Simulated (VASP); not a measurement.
The system is SiC.

```xyz
4
Lattice="3.0760 0.0000 0.0000 -1.5380 2.6639 0.0000 0.0000 0.0000 5.0480" Properties=species:S:1:pos:R:3 pbc="T T T"
Si    1.5380    0.8880    2.5240
Si    0.0000    1.7759    0.0000
C     1.5380    0.8880    4.4675
C     0.0000    1.7759    1.9435
```

| Item | Value |
| --- | --- |
| Program | VASP 6.6.1 |
| Task | relaxation of cell and atoms |
| Functional | r2SCANh |
| Potentials or basis | VASP PAW PBE potentials, release 64 (Si, C) |
| Cutoff | 600 eV |
| k mesh | 5 × 5 × 3 |
| Occupations | fermi-dirac, width 0.05 eV |
| Spin | no spin polarisation |

At the start: pressure -1.6 GPa; volume 10.34 Å³/atom.

**Question.** Where does the relaxation end?

**Answer.** Over 8 steps the energy falls by 9.4 meV/atom and the volume is 10.27 Å³/atom (-0.7 %); space group P6_3mc (No. 186, to 0.1 Å) before and after.

Step by step:
```csv
step,energy change (eV),largest force (eV/Å),pressure (GPa),volume (Å³)
1,0.0000,0.7622,-1.57,41.36
2,-0.0034,0.7348,1.84,40.76
3,-0.0353,0.0588,-0.06,41.04
4,-0.0353,0.0430,-0.02,41.03
5,-0.0373,0.0240,0.25,40.99
6,-0.0375,0.0077,0.19,41.00
7,-0.0375,0.0064,0.18,41.00
8,-0.0375,0.0062,-0.15,41.06
```

Final structure:
```
CELL_PARAMETERS angstrom
3.06911 0.00000 0.00000
-1.53455 2.65792 0.00000
0.00000 0.00000 5.03388
ATOMIC_POSITIONS crystal
Si 0.66667 0.33333 0.50443
Si 0.33333 0.66667 0.00443
C 0.66667 0.33333 0.88057
C 0.33333 0.66667 0.38057
```

Caveat: the k points lie up to 0.47 Å⁻¹ apart in the final cell; the PAW data sets were made with another functional, which shifts forces and pressure a little.
